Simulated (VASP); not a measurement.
Write the native input for VASP 6.6.1 that does the following.

* Task: relaxation of cell and atoms
* Functional: PBE
* Potentials or basis: VASP PAW PBE potentials, release 64 (Cs_sv, Ga_d, Cl)
* Cutoff: 600 eV
* k mesh: 6 × 6 × 4
* Occupations: gaussian, width 0.02 eV
* Spin: no spin polarisation
* Dipole correction: no
* Further INCAR settings: ALGO = Normal; EDIFF = 1e-07; IBRION = 2; EDIFFG = -0.01; NSW = 100; ISIF = 3

The structure of CsGaCl2 lies in POSCAR:

```
CsGaCl2
1.0
    4.5843792600      0.0000000000      0.0000000000
   -2.2921896300      3.9701888998      0.0000000000
    0.0000000000      0.0000000000      7.8542059857
Cs Ga Cl
1 1 2
Direct
    0.0000000000      0.0000000000      0.5000000000
    0.0000000000      0.0000000000      0.0000000000
    0.3333333333      0.6666666667      0.7847582185
    0.6666666667      0.3333333333      0.2152417815
```

One way to write it, as run:

INCAR

```
ALGO = Normal ; EDIFF = 1E-7
EDIFFG = -0.01 ; ENCUT = 600
GGA = PE ; IBRION = 2
ISIF = 3 ; ISMEAR = 0
LASPH = True ; LCHARG = False
LREAL = False ; LWAVE = False
NELM = 100 ; NSW = 100
PREC = Accurate ; SIGMA = 0.02
```

KPOINTS

```
k-points
0
Gamma
  6 6 4
```

Potentials or basis: VASP PAW PBE potentials, release 64 (Cs_sv, Ga_d, Cl).

The run is started by

```sh
$ cat potpaw_PBE.64/Cs_sv/POTCAR potpaw_PBE.64/Ga_d/POTCAR potpaw_PBE.64/Cl/POTCAR > POTCAR
$ mpirun -np 1 vasp_std > vasp.out
```

Results of the run:

```yaml
Relaxed_volume: 35.75 Å³/atom
Relaxed_cell: a = 4.559 Å, b = 4.559 Å, c = 7.946 Å, α = 90.00°, β = 90.00°, γ = 120.00°
Space_group_after_relaxing_to_0.05_Å: P-3m1 (No. 164)
Energy_gained_by_relaxing: 0.5 meV/atom
Ionic_steps: 4
Pressure_after_relaxing: 0.0 GPa
Largest_force_after_relaxing: 0.005 eV/Å
Band_gap_on_the_k_mesh: 3.00 eV, indirect (least direct gap 3.28 eV)
```

Caveat: spin-orbit coupling is left out, which moves the levels of the heavy elements.

Run time: 2.1 min on 1 thread of Intel(R) Xeon(R) 6975P-C (Granite Rapids), on a shared host, peak memory 0.38 GiB.
